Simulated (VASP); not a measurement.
Runs of VASP 6.6.1 on InBS2. The structure is that of space group P-3m1 (No. 164), or close to it. The cells are those of the table. 

| task | cell | k mesh | cutoff (eV) | gap on the mesh (eV) | pressure (GPa) | relaxed volume (Å³/atom) | largest force (eV/Å) |
| --- | --- | --- | --- | --- | --- | --- | --- |
| single point | a = 3.123, b = 3.123, c = 7.989 Å, angles 90.0, 90.0, 120.0°, 4 atoms | 6 × 6 × 4 | 520 | none | -0.1 | - | 0.01 |
| relaxation of cell and atoms | relaxed from a = 3.123, b = 3.123, c = 7.989 Å, angles 90.0, 90.0, 120.0°, 4 atoms | 18 × 18 × 6 | 600 | none | 0.0 | 16.95 | - |
| relaxation of cell and atoms | relaxed from a = 3.661, b = 3.661, c = 5.675 Å, angles 90.0, 90.0, 120.0°, 4 atoms | 6 × 6 × 4 | 600 | none | -0.1 | 16.83 | 0.01 |
| single point | a = 3.661, b = 3.661, c = 5.675 Å, angles 90.0, 90.0, 120.0°, 4 atoms | 6 × 6 × 4 | 520 | none | 12.0 | - | (a) |

Alike in all rows: level PBE; potentials or basis VASP PAW PBE potentials, release 64 (In_d, B, S); no spin polarisation; smearing gaussian 0.1 eV.

Question: Fill in the values left out.

Answer: (a) 1.48.

Caveats: some runs use coarse meshes; spin-orbit coupling is left out, which moves the levels of the heavy elements; forces of over 1 eV/Å act on the atoms, so gaps and moduli don't describe the material at rest (some runs).

A k mesh can miss the band edges, and the runs leave out spin-orbit coupling on In.

A gap of «none» marks levels without a gap at the run's occupations.
